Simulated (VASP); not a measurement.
# Ir (Fm-3m) in VASP: a series of runs

Aim: see how the results for Ir move with the level of theory and the settings. Levels: HSE06, PBE0, r2SCAN. Tasks: single point.

Everything below comes from runs of VASP 6.6.1. Logs are shortened: lines on timing, memory, paths and dates and some standing lists are left out, and cuts for length are marked.

## 1. The cell of the first run

Symmetry: Fm-3m, No. 225, cubic system. Conventional cell: a = 3.805 Å, b = 3.805 Å, c = 3.805 Å, α = 90.00°, β = 90.00°, γ = 90.00°. Ir (site symmetry m-3m) has 12 Ir at 2.69 Å within 3.5 Å.

## 2. Single point, HSE06

Input file POSCAR:

```
Ir
1.0
    0.0000000000      1.9027432368      1.9027432368
    1.9027432368      0.0000000000      1.9027432368
    1.9027432368      1.9027432368      0.0000000000
Ir
1
Direct
    0.0000000000      0.0000000000      0.0000000000
```

Input file INCAR.step1:

```
  ALGO = Normal
  EDIFF = 1E-5
  ENCUT = 520
  GGA = PE
  ISIF = 2
  ISMEAR = -1
  LASPH = T
  LREAL = F
  LWAVE = T
  NBANDS = 10
  NELM = 100
  PREC = Accurate
  SIGMA = 0.05
```

Input file INCAR.step2:

```
  ALGO = Normal
  EDIFF = 1E-7
  ENCUT = 520
  GGA = PE
  HFSCREEN = 0.2079
  ISIF = 2
  ISMEAR = -1
  ISTART = 1
  LASPH = T
  LCHARG = T
  LELF = T
  LHFCALC = T
  LREAL = F
  LVHAR = T
  LWAVE = F
  NBANDS = 10
  NELM = 100
  PREC = Accurate
  PRECFOCK = Normal
  SIGMA = 0.05
```

Input file KPOINTS:

```
k-points
0
Gamma
  8 8 8
```

Potentials or basis: VASP PAW PBE potentials, release 64 (Ir).

Started as:

```bash
$ cat potpaw_PBE.64/Ir/POTCAR > POTCAR
$ cp INCAR.step1 INCAR
$ mpirun -np 1 vasp_std > vasp.out
$ cp INCAR.step2 INCAR
$ mpirun -np 1 vasp_std > vasp.out
```

OUTCAR:

```text
EDIFF = 1E-7
   ENCUT = 520
   GGA = PE
   HFSCREEN = 0.2079
   ISIF = 2
   ISMEAR = -1
   ISTART = 1
   LASPH = T
   LHFCALC = T
   LREAL = F
   NELM = 100
   PREC = Accurate
   PRECFOCK = Normal

 ion  position               nearest neighbor table
   1  0.000  0.000  0.000-

  LATTYP: Found a face centered cubic cell.
 ALAT       =     3.8054864736

  Lattice vectors:

 A1 = (   0.0000000000,   1.9027432368,   1.9027432368)
 A2 = (   1.9027432368,   0.0000000000,   1.9027432368)
 A3 = (   1.9027432368,   1.9027432368,   0.0000000000)

Analysis of symmetry for initial positions (statically):
[... 5 lines left out ...]
 face centered cubic supercell.

 Subroutine GETGRP returns: Found 48 space group operations
 (whereof 48 operations were pure point group operations)
 out of a pool of 48 trial point group operations.

The static configuration has the point symmetry O_h .

Analysis of symmetry for dynamics (positions and initial velocities):
[... 5 lines left out ...]
 face centered cubic supercell.

 Subroutine GETGRP returns: Found 48 space group operations
 (whereof 48 operations were pure point group operations)
 out of a pool of 48 trial point group operations.

The dynamic configuration has the point symmetry O_h .

 Subroutine INISYM returns: Found 48 space group operations
 (whereof 48 operations are pure point group operations),
 and found     1 'primitive' translations

----------------------------------------------------------------------------------------

                                     Primitive cell

  volume of cell :      13.7775

  direct lattice vectors                    reciprocal lattice vectors
     0.000000000  1.902743237  1.902743237    -0.262778493  0.262778493  0.262778493
     1.902743237  0.000000000  1.902743237     0.262778493 -0.262778493  0.262778493
     1.902743237  1.902743237  0.000000000     0.262778493  0.262778493 -0.262778493

  length of vectors
     2.690885291  2.690885291  2.690885291     0.455145701  0.455145701  0.455145701

  position of ions in fractional coordinates (direct lattice)
     0.000000000  0.000000000  0.000000000

  ion indices of the primitive-cell ions
   primitive index   ion index
                 1           1

----------------------------------------------------------------------------------------
[... 71 lines left out ...]
   LREAL  =      F    real-space projection
   EDIFFG = 0.1E-05   stopping-criterion for IOM
   NSW    =      0    number of steps for IOM
   IBRION =     -1    ionic relax: 0-MD 1-quasi-New 2-CG
   NFREE  =      0    steps in history (QN), initial steepest desc. (CG)
   ISIF   =      2    stress and relaxation
   ISYM   =      3    0-nonsym 1-usesym 2-fastsym
   POTIM  = 0.5000    time-step for ionic-motion
   TEBEG  =    0.0;   TEEND  =   0.0 temperature during run
   PSTRESS=    0.0 pullay stress
   NELECT =       9.0000    total number of electrons
   NUPDOWN=      -1.0000    fix difference up-down
   EMIN   =  10.00;   EMAX   =-10.00  energy-range for DOS
   EFERMI =   0.00;   METHOD = LEGACY
   ISMEAR =    -1;   SIGMA  =   0.05  broadening in eV -4-tet -1-fermi 0-gaus
   EFERMI_NEDOS =   21; number of points for ismear=-14 and -15
   IALGO  =     38    algorithm
   IMIX   =      1    mixing-type and parameters
     AMIX     =   0.40;   BMIX     =  1.00
     AMIX_MAG =   1.60;   BMIX_MAG =  1.00
  volume/ion in A,a.u.               =      13.78        92.98
  Fermi-wavevector in a.u.,A,eV,Ry     =   1.420470  2.684300 27.452962  2.017736
  Thomas-Fermi vector in A             =   2.541382
   LORBIT       =      0    0 simple, 1 ext, 2 COOP (PROOUT), +10 PAW based schemes
   GGA     = PE    functional components
   LHFCALC =     T    Hartree Fock is set to
   PRECFOCK=normal    Normal, Fast or Accurate (Low or Medium for compatibility)
   ENCUT4O =  -1.0   cutoff for four orbital integrals eV
   NKREDX  =     1    reduce k-point grid by
   NKREDY  =     1    reduce k-point grid by
   NKREDZ  =     1    reduce k-point grid by
   AEXX    =    0.2500 exact exchange contribution
   HFSCREEN=    0.2079 screening length (either q_TF or 0.3 A-1)
   HFSCREENC=   0.2079 screening length for correlation (either q_TF or 0.3 A-1)
   ENCUTFOCK=  -1.0 apply spherical cutoff to Coloumb kernel
   IVDW    =     0    specifies the selected vdW correction
   LEPSILON=     F    determine dielectric tensor
   LRPA    =     F    only Hartree local field effects (RPA)
 non-spin polarized calculation
  energy-cutoff  :      520.00
  volume of cell :       13.78
 maximum number of plane-waves:       388
  NGX = 16; NGY = 16; NGZ = 16

 number of electron       9.0000001 magnetization

 Free energy of the ion-electron system (eV)
  ---------------------------------------------------
  ext. energy  EPLUGINS =         0.00000000
  ---------------------------------------------------
  free energy    TOTEN  =       -10.11466591 eV

  energy without entropy =      -10.10611075  energy(sigma->0) =      -10.11038833

 E-fermi :  10.6015     XC(G=0): -11.4802

 val. band max:       10.5292566552   @ k =  -0.3750   0.1250   0.0000
 cond. band min:      10.6634400444   @ k =   0.3750   0.1250   0.0000
 fundamental gap:      0.1341833892
 Fermi energy:        10.6014827816

 k-point     1 :       0.0000    0.0000    0.0000
  band No.  band energies     occupation
      1      -2.0381      2.00000
      2       5.8418      2.00000
      3       5.8418      2.00000
      4       5.8418      2.00000
      5       8.6003      2.00000
      6       8.6004      2.00000
      7      25.9058      0.00000
      8      31.9357      0.00000
      9      31.9357      0.00000
     10      31.9357      0.00000
[... 287 lines left out ...]
 k-point    24 :      -0.3750    0.2500    0.1250
  band No.  band energies     occupation
      1       2.8191      2.00000
      2       4.1411      2.00000
      3       6.2671      2.00000
      4       7.1909      2.00000
      5      11.2798      0.00000
      6      16.4267      0.00000
      7      18.4672      0.00000
      8      27.6368      0.00000
      9      28.0770      0.00000
     10      32.0053      0.00000

 [... further k-points ...]
[... 5 lines left out ...]
  --------------------------------------------------------------------------------------
  -------------------------------------------------------------------------------------
  Total        0.8978663      0.8978663      0.8978663      0.0000000     -0.0000000      0.0000000
  in kB      104.4123140    104.4123140    104.4123140      0.0000000     -0.0000000      0.0000000
  external PRESSURE =     104.4123140 kB  Pullay stress =       0.0000000 kB

 VOLUME and BASIS-vectors are now :
 -----------------------------------------------------------------------------
  energy-cutoff  :      520.00
  volume of cell :       13.78
      direct lattice vectors                 reciprocal lattice vectors
     0.000000000  1.902743237  1.902743237    -0.262778493  0.262778493  0.262778493
     1.902743237  0.000000000  1.902743237     0.262778493 -0.262778493  0.262778493
     1.902743237  1.902743237  0.000000000     0.262778493  0.262778493 -0.262778493

 POSITION                                       TOTAL-FORCE (eV/Angst)
 -----------------------------------------------------------------------------------
      0.00000      0.00000      0.00000         0.000000     -0.000000      0.000000
 -----------------------------------------------------------------------------------
    total drift:                               -0.000004     -0.000011     -0.000014

  FREE ENERGIE OF THE ION-ELECTRON SYSTEM (eV)
  ---------------------------------------------------
  free  energy   TOTEN  =       -10.1146659081 eV

  energy  without entropy=      -10.1061107532  energy(sigma->0) =      -10.11038833
```

OUTCAR.step1:

```text
EDIFF = 1E-5
   ENCUT = 520
   GGA = PE
   ISIF = 2
   ISMEAR = -1
   LASPH = T
[... 526 lines left out ...]

 POSITION                                       TOTAL-FORCE (eV/Angst)
 -----------------------------------------------------------------------------------
      0.00000      0.00000      0.00000        -0.000000      0.000000     -0.000000
 -----------------------------------------------------------------------------------
    total drift:                               -0.000000     -0.000000     -0.000000

  FREE ENERGIE OF THE ION-ELECTRON SYSTEM (eV)
  ---------------------------------------------------
  free  energy   TOTEN  =        -8.7317481683 eV

  energy  without entropy=       -8.7180475188  energy(sigma->0) =       -8.72489784
```

OSZICAR.step1:

```text
N       E                     dE             d eps       ncg     rms          rms(c)
DAV:   1     0.474431149180E+02    0.47443E+02   -0.42385E+03   580   0.811E+02
DAV:   2    -0.839808316994E+01   -0.55841E+02   -0.53065E+02   594   0.197E+02
DAV:   3    -0.926351150548E+01   -0.86543E+00   -0.86387E+00   688   0.296E+01
DAV:   4    -0.927129544679E+01   -0.77839E-02   -0.77825E-02   654   0.255E+00
DAV:   5    -0.927143477673E+01   -0.13933E-03   -0.13933E-03   660   0.328E-01    0.166E+01
DAV:   6    -0.882792195259E+01    0.44351E+00   -0.70942E-01   646   0.105E+01    0.710E+00
DAV:   7    -0.873795224842E+01    0.89970E-01   -0.25852E-01   706   0.582E+00    0.153E+00
DAV:   8    -0.873322731055E+01    0.47249E-02   -0.26133E-03   654   0.616E-01    0.699E-01
DAV:   9    -0.873173973163E+01    0.14876E-02   -0.13177E-03   664   0.510E-01    0.153E-02
DAV:  10    -0.873174816826E+01   -0.84366E-05   -0.74324E-06   610   0.247E-02
   1 F= -.87317482E+01 E0= -.87248978E+01  d E =-.137006E-01
```

Run time: 38 min. Hardware: 1 thread of AMD EPYC 7R13 (Zen 3), shared host; peak memory 0.21 GiB.

What came out:

* Free energy: -10.1147 eV
* Pressure: 10.4 GPa

Levels at points of the mesh, in eV from the Fermi level:
```csv
k point,band 1,band 2,band 3,band 4,band 5,band 6,band 7,band 8,band 9
"(0.00, 0.00, 0.00)",-12.64,-4.76,-4.76,-4.76,-2.00,-2.00,15.30,21.33,21.33
"(0.50, 0.00, 0.00)",-9.45,-5.05,-5.05,-1.05,1.01,1.01,8.57,14.84,21.40
"(0.50, 0.50, 0.00)",-9.46,-8.70,0.51,1.72,1.86,1.86,12.06,12.81,12.81
```

Caveat: the PAW data sets were made with another functional, which shifts forces and pressure a little; spin-orbit coupling is left out, which moves the levels of the heavy elements.

## 3. Single point, PBE0

POSCAR is that of step 2.

Input file INCAR.step1:

```
ALGO = Normal
EDIFF = 1E-5
ENCUT = 520
GGA = PE
ISIF = 2
ISMEAR = -1
LASPH = T
LCHARG = F
LREAL = F
LWAVE = T
NBANDS = 10
NELM = 60
PREC = Accurate
SIGMA = 0.05
```

Input file INCAR.step2:

```
AEXX = 0.25
ALGO = Normal
EDIFF = 1E-7
ENCUT = 520
GGA = PE
ISIF = 2
ISMEAR = -1
ISTART = 1
LASPH = T
LCHARG = F
LHFCALC = T
LREAL = F
LWAVE = F
NBANDS = 10
NELM = 60
PREC = Accurate
PRECFOCK = Normal
SIGMA = 0.05
```

KPOINTS is that of step 2.

Potentials or basis: VASP PAW PBE potentials, release 64 (Ir).

Started as:

```bash
$ cat potpaw_PBE.64/Ir/POTCAR > POTCAR
$ cp INCAR.step1 INCAR
$ mpirun -np 1 vasp_std > vasp.out
$ cp INCAR.step2 INCAR
$ mpirun -np 1 vasp_std > vasp.out
```

OUTCAR:

```text
AEXX = 0.25
   EDIFF = 1E-7
   ENCUT = 520
   GGA = PE
   ISIF = 2
   ISMEAR = -1
   ISTART = 1
   LASPH = T
   LHFCALC = T
   LREAL = F
   NELM = 60
   PREC = Accurate
   PRECFOCK = Normal

 ion  position               nearest neighbor table
   1  0.000  0.000  0.000-

  LATTYP: Found a face centered cubic cell.
 ALAT       =     3.8054864736

  Lattice vectors:

 A1 = (   0.0000000000,   1.9027432368,   1.9027432368)
 A2 = (   1.9027432368,   0.0000000000,   1.9027432368)
 A3 = (   1.9027432368,   1.9027432368,   0.0000000000)

Analysis of symmetry for initial positions (statically):
[... 5 lines left out ...]
 face centered cubic supercell.

 Subroutine GETGRP returns: Found 48 space group operations
 (whereof 48 operations were pure point group operations)
 out of a pool of 48 trial point group operations.

The static configuration has the point symmetry O_h .

Analysis of symmetry for dynamics (positions and initial velocities):
[... 5 lines left out ...]
 face centered cubic supercell.

 Subroutine GETGRP returns: Found 48 space group operations
 (whereof 48 operations were pure point group operations)
 out of a pool of 48 trial point group operations.

[... 150 lines left out ...]

  energy without entropy =      -10.89843013  energy(sigma->0) =      -10.90000708

 E-fermi :  10.7627     XC(G=0): -11.0711

 val. band max:       10.3202841277   @ k =  -0.3750   0.1250   0.0000
 cond. band min:      10.8255779673   @ k =   0.3750   0.1250   0.0000
 fundamental gap:      0.5052938395
 Fermi energy:        10.7626728459

 k-point     1 :       0.0000    0.0000    0.0000
  band No.  band energies     occupation
      1      -2.4608      2.00000
      2       5.4530      2.00000
      3       5.4530      2.00000
      4       5.4530      2.00000
      5       8.2093      2.00000
      6       8.2093      2.00000
      7      26.2841      0.00000
      8      32.3385      0.00000
      9      32.3385      0.00000
     10      32.3385      0.00000
[... 287 lines left out ...]
 k-point    24 :      -0.3750    0.2500    0.1250
  band No.  band energies     occupation
      1       2.4199      2.00000
      2       3.7380      2.00000
      3       5.8990      2.00000
      4       6.8161      2.00000
      5      11.6029      0.00000
      6      16.8233      0.00000
      7      18.8852      0.00000
      8      28.0318      0.00000
      9      28.4996      0.00000
     10      32.4201      0.00000

 [... further k-points ...]
[... 5 lines left out ...]
  --------------------------------------------------------------------------------------
  -------------------------------------------------------------------------------------
  Total        0.8952680      0.8952680      0.8952680      0.0000000      0.0000000     -0.0000000
  in kB      104.1101578    104.1101578    104.1101578      0.0000000      0.0000000     -0.0000000
  external PRESSURE =     104.1101578 kB  Pullay stress =       0.0000000 kB

 VOLUME and BASIS-vectors are now :
 -----------------------------------------------------------------------------
  energy-cutoff  :      520.00
  volume of cell :       13.78
      direct lattice vectors                 reciprocal lattice vectors
     0.000000000  1.902743237  1.902743237    -0.262778493  0.262778493  0.262778493
     1.902743237  0.000000000  1.902743237     0.262778493 -0.262778493  0.262778493
     1.902743237  1.902743237  0.000000000     0.262778493  0.262778493 -0.262778493

 POSITION                                       TOTAL-FORCE (eV/Angst)
 -----------------------------------------------------------------------------------
      0.00000      0.00000      0.00000         0.000000      0.000000     -0.000000
 -----------------------------------------------------------------------------------
    total drift:                               -0.000000     -0.000000      0.000000

  FREE ENERGIE OF THE ION-ELECTRON SYSTEM (eV)
  ---------------------------------------------------
  free  energy   TOTEN  =       -10.9015840274 eV

  energy  without entropy=      -10.8984301322  energy(sigma->0) =      -10.90000708
```

OUTCAR.step1:

```text
EDIFF = 1E-5
   ENCUT = 520
   GGA = PE
   ISIF = 2
   ISMEAR = -1
   LASPH = T
[... 526 lines left out ...]

 POSITION                                       TOTAL-FORCE (eV/Angst)
 -----------------------------------------------------------------------------------
      0.00000      0.00000      0.00000        -0.000000      0.000000     -0.000000
 -----------------------------------------------------------------------------------
    total drift:                               -0.000000     -0.000000     -0.000000

  FREE ENERGIE OF THE ION-ELECTRON SYSTEM (eV)
  ---------------------------------------------------
  free  energy   TOTEN  =        -8.7317481683 eV

  energy  without entropy=       -8.7180475188  energy(sigma->0) =       -8.72489784
```

OSZICAR.step1:

```text
N       E                     dE             d eps       ncg     rms          rms(c)
DAV:   1     0.474431149180E+02    0.47443E+02   -0.42385E+03   580   0.811E+02
DAV:   2    -0.839808316994E+01   -0.55841E+02   -0.53065E+02   594   0.197E+02
DAV:   3    -0.926351150548E+01   -0.86543E+00   -0.86387E+00   688   0.296E+01
DAV:   4    -0.927129544679E+01   -0.77839E-02   -0.77825E-02   654   0.255E+00
DAV:   5    -0.927143477673E+01   -0.13933E-03   -0.13933E-03   660   0.328E-01    0.166E+01
DAV:   6    -0.882792195259E+01    0.44351E+00   -0.70942E-01   646   0.105E+01    0.710E+00
DAV:   7    -0.873795224842E+01    0.89970E-01   -0.25852E-01   706   0.582E+00    0.153E+00
DAV:   8    -0.873322731055E+01    0.47249E-02   -0.26133E-03   654   0.616E-01    0.699E-01
DAV:   9    -0.873173973163E+01    0.14876E-02   -0.13177E-03   664   0.510E-01    0.153E-02
DAV:  10    -0.873174816826E+01   -0.84366E-05   -0.74324E-06   610   0.247E-02
   1 F= -.87317482E+01 E0= -.87248978E+01  d E =-.137006E-01
```

It took 42 min on 1 thread of AMD EPYC 7R13 (Zen 3), shared host; peak memory 0.12 GiB.

What came out:

```yaml
Free_energy: -10.9016 eV
Pressure: 10.4 GPa
```

Caveat: the PAW data sets were made with another functional, which shifts forces and pressure a little; spin-orbit coupling is left out, which moves the levels of the heavy elements.

[end of part 1 of 2]
